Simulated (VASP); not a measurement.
Crystal: BAs (boron arsenide).

```
B As
1.0
     0.00000    2.38850    2.38850
     2.38850    0.00000    2.38850
     2.38850    2.38850    0.00000
B As
1 1
Cartesian
  0.0000 0.0000 0.0000
  1.1943 1.1943 1.1943
```

| Item | Value |
| --- | --- |
| Program | VASP 6.6.1 |
| Task | relaxation of cell and atoms |
| Functional | PBE |
| Potentials or basis | VASP PAW PBE potentials, release 64 (B, As) |
| Cutoff | 600 eV |
| k mesh | 12 × 12 × 12 |
| Occupations | gaussian, width 0.01 eV |
| Spin | no spin polarisation |

At the start: pressure 3.4 GPa; volume 13.63 Å³/atom.

Problem. Where does the relaxation end?

Solution. Over 3 steps the energy falls by 3.5 meV/atom and the volume is 13.97 Å³/atom (+2.5 %); space group F-43m (No. 216, to 0.05 Å).

Step by step:
| step | energy change (eV) | largest force (eV/Å) | pressure (GPa) | volume (Å³) |
| --- | --- | --- | --- | --- |
| 1 | 0.0000 | 0.0000 | 3.42 | 27.25 |
| 2 | -0.0037 | 0.0000 | -2.18 | 28.42 |
| 3 | -0.0071 | 0.0000 | 0.01 | 27.93 |

Final structure:
```
CELL_PARAMETERS angstrom
0.00000 2.40818 2.40818
2.40818 0.00000 2.40818
2.40818 2.40818 0.00000
ATOMIC_POSITIONS crystal
B 0.00000 0.00000 0.00000
As 0.25000 0.25000 0.25000
```
